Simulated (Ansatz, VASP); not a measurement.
# Two plane-wave programs on BPd4

```
B Pd
1.0
    -2.68560    2.68560    2.68560
     2.68560   -2.68560    2.68560
     2.68560    2.68560   -2.68560
B Pd
1 4
Direct
  0.00000 0.00000 0.00000
  0.43323 0.43323 0.43323
  0.56677 0.00000 0.00000
  0.00000 0.00000 0.56677
  0.00000 0.56677 0.00000
```

Change from the starting cell: species swapped into the GeF4 type (I-43m, No. 217).

Alike in both runs: functional PBE; k mesh 10 × 10 × 10; occupations gaussian, width 0.1 eV; no spin polarisation.

Ansatz relaxed the structure, and its values are those at the end. VASP's run is a single point on that final structure, the one shown.

|  | VASP | Ansatz |
| --- | --- | --- |
| version | VASP 6.6.1 | Ansatz 0.2.0 |
| potentials or method | VASP PAW PBE potentials, release 64 (B, Pd_sv_GW), cutoff 540 eV | scalar-relativistic, plane waves, PAW |
| valence electrons in the cell | 75 | 75 |

Ansatz gave:

```
gap on the k mesh at the Fermi level (eV) : none
pressure (GPa)                            : 0.0
rms of the force components (eV/Å)        : 0.000
```

**Question.** Estimate VASP's values.

**Answer.** gap on the k mesh at the Fermi level (eV): none; pressure (GPa): -2.2; rms of the force components (eV/Å): 0.005.

A gap of «none» marks a metal or a gap that the smearing closes.
